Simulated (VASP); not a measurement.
Crystal: WSe2.

```xyz
3
Lattice="3.2972 0.0000 0.0000 -1.6486 2.8555 0.0000 0.0000 0.0000 7.1843" Properties=species:S:1:pos:R:3 pbc="T T T"
W     0.0000    0.0000    0.0000
Se    0.0000    1.9036    1.6662
Se    0.0000    1.9036    5.5181
```

Base run:

* Program: VASP 6.6.1
* Functional: PBE
* Potentials or basis: VASP PAW PBE potentials, release 64 (W_sv, Se)
* Cutoff: 520 eV
* k mesh: 12 × 12 × 4
* Occupations: gaussian, width 0.01 eV
* Spin: no spin polarisation

Its results: band gap on the k mesh 1.37 eV, indirect (least direct gap 1.56 eV); pressure 3.3 GPa; largest force 0.342 eV/Å.

Question: The run is repeated on the same cell with these changes: functional from PBE to r2SCAN; further incar settings from ALGO = Normal; EDIFF = 1e-07; NBANDS = 20 to ALGO = Normal; EDIFF = 1e-06; NBANDS = 20. What comes out?

Answer: Band gap on the k mesh 1.49 eV, indirect (least direct gap 1.67 eV); pressure 1.5 GPa; largest force 0.022 eV/Å.

Caveats: spin-orbit coupling is left out, which moves the levels of the heavy elements; this functional lacks dispersion, which binds the layers, so the pressure and a relaxed spacing across them are unreliable (some runs); the PAW data sets were made with another functional, which shifts forces and pressure a little (some runs).

A k mesh can miss the band edges.
